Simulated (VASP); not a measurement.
PtS2, 3 atoms in the cell. The structure is trigonal, space group P-3m1 (No. 164). Conventional cell: a = 3.543 Å, b = 3.543 Å, c = 5.039 Å, α = 90.00°, β = 90.00°, γ = 120.00°. Within 3.1 Å of Pt (site symmetry -3m) lie 6 S at 2.34 Å. Within 3.1 Å of S (site symmetry 3m) lie 3 Pt at 2.34 Å and 3 S at 3.07 Å. 

- Program: VASP 6.6.1
- Task: single point
- Functional: PBE
- Potentials or basis: VASP PAW PBE potentials, release 64 (Pt, S)
- Cutoff: 520 eV
- k mesh: 7 × 7 × 5
- Occupations: gaussian, width 0.1 eV
- Spin: no spin polarisation
- Dipole correction: no
- Further INCAR settings: ALGO = Normal; EDIFF = 1e-06; NBANDS = 18

Potentials or basis: VASP PAW PBE potentials, release 64 (Pt, S).

Launch:

```bash
$ cat potpaw_PBE.64/Pt/POTCAR potpaw_PBE.64/S/POTCAR > POTCAR
$ mpirun -np 1 vasp_std > vasp.out
```

Hardware: 1 thread of Intel Xeon 6975P-C (shared host).

Task: How long does it take, and how much memory?

Result: It took 30 s on 1 thread of Intel Xeon 6975P-C (shared host), peak memory 0.19 GiB. Counts: scf iterations 14, k points 32.
